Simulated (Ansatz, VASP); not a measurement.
# One calculation of CsBr, two programs

File INCAR:

```
SYSTEM = CsBr
PREC = Accurate
ENCUT = 500
EDIFF = 1E-6
ISMEAR = 0
SIGMA = 0.01
LREAL = .FALSE.
LASPH = .TRUE.
NELM = 120
ALGO = Normal
ISIF = 2
LWAVE = .FALSE.
LCHARG = .FALSE.
GGA = PE
NBANDS = 15
GGA_COMPAT = .FALSE.
```

Contents of KPOINTS:

```
regular mesh
0
G
  6 6 6
  0 0 0
```

POSCAR

```
CsBr
1.0
    4.2997068270      0.0000000000      0.0000000000
    0.0000000000      4.2997068270      0.0000000000
    0.0000000000      0.0000000000      4.2997068270
Cs Br
1 1
Direct
    0.0000000000      0.0000000000      0.0000000000
    0.5000000000      0.5000000000      0.5000000000
```

Input for Ansatz:

```yaml
crystal:
  lattice:
    - [4.299706827, 0.0, 0.0]
    - [0.0, 4.299706827, 0.0]
    - [0.0, 0.0, 4.299706827]
  atoms:
    - { symbol: Cs, position: [0.0, 0.0, 0.0] }
    - { symbol: Br, position: [0.5, 0.5, 0.5] }
kpoints:
  mp_grid: { grid: [6, 6, 6] }
hamiltonian:
  xc: pbe
scf:
  occupations: { method: fixed }
  n_extra_bands: 4
output:
  forces: true
  stress: true
  eigenvalues: true
```

Alike in both runs: task single point; functional PBE; k mesh 6 × 6 × 6; no spin polarisation.

|  | VASP | Ansatz |
| --- | --- | --- |
| version | VASP 6.6.1 | Ansatz 0.2.0 |
| potentials or method | VASP PAW PBE potentials, release 64 (Cs_sv, Br) | plane waves, PAW |
| plane-wave cutoff (eV) | 500 | 420 |
| occupations | gaussian, width 0.01 eV | fixed |
| valence electrons in the cell | 16 | 16 |

VASP gave:

| Quantity | Value |
| --- | --- |
| gap on the k mesh at the Fermi level (eV) | 4.48 |
| pressure (GPa) | 0.9 |

Q: What did Ansatz give for the same quantities?

A: gap on the k mesh at the Fermi level (eV): 4.49; pressure (GPa): 0.9.

Neither program's run includes spin-orbit coupling.
